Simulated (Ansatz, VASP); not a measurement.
# One calculation of TlHgBr3, two programs

```
CELL_PARAMETERS angstrom
5.47415 0.00000 0.00000
0.00000 5.47415 0.00000
0.00000 0.00000 5.47415
ATOMIC_POSITIONS crystal
Tl 0.00000 0.00000 0.00000
Hg 0.50000 0.50000 0.50000
Br 0.50000 0.50000 0.00000
Br 0.50000 0.00000 0.50000
Br 0.00000 0.50000 0.50000
```

Alike in both runs: task single point; functional r2SCAN; dispersion rVV10; k mesh 6 × 6 × 6; occupations fermi-dirac, width 0.03 eV; no spin polarisation.

|  | VASP | Ansatz |
| --- | --- | --- |
| version | VASP 6.6.1 | Ansatz 0.2.0 |
| potentials or method | VASP PAW PBE potentials, release 64 (Tl_d, Hg, Br) | plane waves, PAW |
| plane-wave cutoff (eV) | 520 | 500 |
| valence electrons in the cell | 46 | 54 |

Ansatz gave:

- pressure (GPa): 0.0

Estimate VASP's values.

pressure (GPa): 0.3.

VASP's potentials were made for PBE, not for r2SCAN. VASP's potentials hold 46 valence electrons a cell and Ansatz's 54, so a difference there can come from the potentials and not from the codes.

Neither program's run includes spin-orbit coupling.
